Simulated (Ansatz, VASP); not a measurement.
## Sb: VASP beside Ansatz

```xyz
4
Lattice="5.2664 0.0000 0.0000 -2.6332 4.5609 0.0000 0.0000 0.0000 6.5624" Properties=species:S:1:pos:R:3 pbc="T T T"
Sb    0.0000    3.0406    3.0898
Sb    2.6332    1.5203    6.3709
Sb    2.6332    1.5203    3.4726
Sb    0.0000    3.0406    0.1914
```

Alike in both runs: functional PBE; k mesh 12 × 12 × 8; occupations gaussian, width 0.1 eV; no spin polarisation.

Ansatz relaxed the structure, and its values are those at the end. VASP's run is a single point on that final structure, the one shown.

|  | VASP | Ansatz |
| --- | --- | --- |
| version | VASP 6.6.1 | Ansatz 0.2.0 |
| potentials or method | VASP PAW PBE potentials, release 64 (Sb), cutoff 520 eV | scalar-relativistic, plane waves, PAW |
| valence electrons in the cell | 20 | 60 |

|  | VASP | Ansatz | Ansatz less VASP |
| --- | --- | --- | --- |
| gap on the k mesh at the Fermi level (eV) | none | none | - |
| pressure (GPa) | 0.0 | 0.0 | -0.03 |
| rms of the force components (eV/Å) | 0.011 | 0.000 | -0.0113 |

A gap of «none» marks a metal or a gap that the smearing closes. The functional is the same, so the differences come from potentials, cutoffs and numerics. VASP's potentials hold 20 valence electrons a cell and Ansatz's 60, so a difference there can come from the potentials and not from the codes.

Spin-orbit coupling is off throughout.
